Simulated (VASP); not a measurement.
**BN: single point with LDA**

The system is BN.

```
CELL_PARAMETERS angstrom
0.00000 1.73693 1.73693
1.73693 0.00000 1.73693
1.73693 1.73693 0.00000
ATOMIC_POSITIONS crystal
B 0.00000 0.00000 0.00000
N 0.25000 0.25000 0.25000
```

```yaml
Program: VASP 6.6.1
Task: single point
Functional: LDA
Potentials_or_basis: VASP PAW LDA potentials, release 64 (B, N)
Cutoff: 600 eV
k_mesh: 12 × 12 × 12
Occupations: gaussian, width 0.01 eV
Spin: no spin polarisation
```

- Pressure: 44.1 GPa
- Band gap on the k mesh: 4.48 eV (least direct gap 9.25 eV)

Levels at points of the mesh, in eV from the valence-band top:
| k point | band 1 | band 2 | band 3 | band 4 | band 5 | band 6 | band 7 | band 8 |
| --- | --- | --- | --- | --- | --- | --- | --- | --- |
| (0.00, 0.00, 0.00) | -21.49 | 0.00 | 0.00 | 0.00 | 9.25 | 9.25 | 9.25 | 12.45 |
| (0.50, 0.00, 0.00) | -16.62 | -11.86 | -2.19 | -2.19 | 11.22 | 11.22 | 11.83 | 16.23 |
| (0.50, 0.50, 0.00) | -15.08 | -9.70 | -5.55 | -5.55 | 4.48 | 9.82 | 19.59 | 19.59 |

Wall time 6.7 s on 1 thread of Intel(R) Xeon(R) Platinum 8259CL CPU @ 2.50GHz (Skylake/Cascade Lake), on a shared host, peak memory 0.12 GiB.

Caveat: the cell stands under pressure. A k mesh can miss the band edges.
